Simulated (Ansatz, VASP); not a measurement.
# HfO2 in VASP and in Ansatz

INCAR

```
PREC = Accurate
ENCUT = 520
EDIFF = 1E-6
ISMEAR = 1
SIGMA = 0.01
LREAL = F
LASPH = T
NELM = 100
ALGO = Normal
ISIF = 2
LWAVE = F
LCHARG = F
GGA = PS
NBANDS = 31
```

The input KPOINTS:

```
regular mesh
0
Gamma
  6 6 8
```

POSCAR

```
HfO2
1.0
    4.8135329900      0.0000000000      0.0000000000
    0.0000000000      4.8135329900      0.0000000000
    0.0000000000      0.0000000000      3.2054154100
Hf O
2 4
Direct
    0.0000000000      0.0000000000      0.0000000000
    0.4999999990      0.4999999990      0.5000000016
    0.1949551196      0.8050448804      0.5000000016
    0.3050448793      0.3050448793      0.0000000000
    0.6949551207      0.6949551207      0.0311972045
    0.8050448804      0.1949551196      0.5000000016
```

Input for Ansatz:

```yaml
crystal:
  lattice:
    - [4.81353299, 0.0, 0.0]
    - [0.0, 4.81353299, 0.0]
    - [0.0, 0.0, 3.20541541]
  atoms:
    - { symbol: Hf, position: [0.0, 0.0, 0.0] }
    - { symbol: Hf, position: [0.4999999989612619, 0.4999999989612619, 0.5000000015598602] }
    - { symbol: O, position: [0.19495511964902934, 0.8050448803509708, 0.5000000015598602] }
    - { symbol: O, position: [0.30504487931223256, 0.30504487931223256, 0.0] }
    - { symbol: O, position: [0.6949551206877675, 0.6949551206877675, 0.03119720448339643] }
    - { symbol: O, position: [0.8050448803509708, 0.19495511964902934, 0.5000000015598602] }
kpoints:
  mp_grid:
    grid: [6, 6, 8]
hamiltonian:
  xc: pbesol
scf:
  occupations:
    method: cold
    width: 0.01
output:
  forces: true
```

Alike in both runs: task single point; functional PBEsol; k mesh 6 × 6 × 8; no spin polarisation.

|  | VASP | Ansatz |
| --- | --- | --- |
| version | VASP 6.6.1 | Ansatz 0.2.0 |
| potentials or method | VASP PAW PBE potentials, release 64 (Hf_pv, O) | plane waves, PAW |
| plane-wave cutoff (eV) | 520 | 420 |
| occupations | methfessel-paxton of order 1, width 0.01 eV | cold, width 0.01 eV |
| valence electrons in the cell | 44 | 76 |

VASP gave:

* rms of the force components (eV/Å): 0.291

Problem. What did Ansatz give for the same quantities?

Solution. rms of the force components (eV/Å): 0.294.

VASP's potentials were made for PBE, not for PBEsol. Atom by atom the forces differ by 0.022 eV/Å (rms over components). VASP's potentials hold 44 valence electrons a cell and Ansatz's 76, so a difference there can come from the potentials and not from the codes.

Spin-orbit coupling is off throughout.
